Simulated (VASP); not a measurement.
Set up this calculation in VASP 6.6.1, as the native input.

| Item | Value |
| --- | --- |
| Task | single point |
| Functional | r2SCAN |
| Potentials or basis | VASP PAW PBE potentials, release 64 (Li_sv) |
| Cutoff | 520 eV |
| k mesh | 9 × 9 × 6 |
| Occupations | gaussian, width 0.1 eV |
| Spin | no spin polarisation |
| Dipole correction | no |
| Further INCAR settings | ALGO = Normal; EDIFF = 1e-06; NBANDS = 8 |

Crystal: Li.

```xyz
1
Lattice="2.9465 0.0000 0.0000 -1.4732 2.5517 0.0000 0.0000 0.0000 2.7531" Properties=species:S:1:pos:R:3 pbc="T T T"
Li    0.0000    0.0000    0.0000
```

This isn't the form of Li at room conditions, which is bcc.

One way to write it, as run:

POSCAR

```
Li
1.0
    2.9464692431      0.0000000000      0.0000000000
   -1.4732346216      2.5517172160      0.0000000000
    0.0000000000      0.0000000000      2.7531071990
Li
1
Direct
    0.0000000000      0.0000000000      0.0000000000
```

INCAR.step1

```
SYSTEM = Li
ALGO = Normal
EDIFF = 1E-4
ENCUT = 520
GGA = PE
ISMEAR = 0
LASPH = .True.
LCHARG = .False.
LREAL = .False.
LWAVE = .True.
NBANDS = 8
NELM = 60
PREC = Accurate
SIGMA = 0.1
```

INCAR.step2

```
SYSTEM = Li
ALGO = Normal
EDIFF = 1E-6
ENCUT = 520
ISIF = 2
ISMEAR = 0
ISTART = 1
LASPH = .True.
LCHARG = .False.
LMIXTAU = .True.
LREAL = .False.
LWAVE = .False.
METAGGA = R2SCAN
NBANDS = 8
NELM = 60
PREC = Accurate
SIGMA = 0.1
```

KPOINTS

```
k-points
0
Gamma
  9 9 6
  0 0 0
```

Potentials or basis: VASP PAW PBE potentials, release 64 (Li_sv).

Command:

```sh
$ cat potpaw_PBE.64/Li_sv/POTCAR > POTCAR
$ cp INCAR.step1 INCAR
$ mpirun -np 1 vasp_std > vasp.out
$ cp INCAR.step2 INCAR
$ mpirun -np 1 vasp_std > vasp.out
```

It gave:

```yaml
Band_gap_on_the_k_mesh: zero (an odd number of electrons rules out a gap without spin polarisation)
```

Caveat: the k points lie up to 0.38 Å⁻¹ apart, too coarse for converged energies and pressures of a metal.

It took 11 s on 1 thread of Intel(R) Xeon(R) 6975P-C (Granite Rapids), with other jobs on the host, peak memory 0.12 GiB.
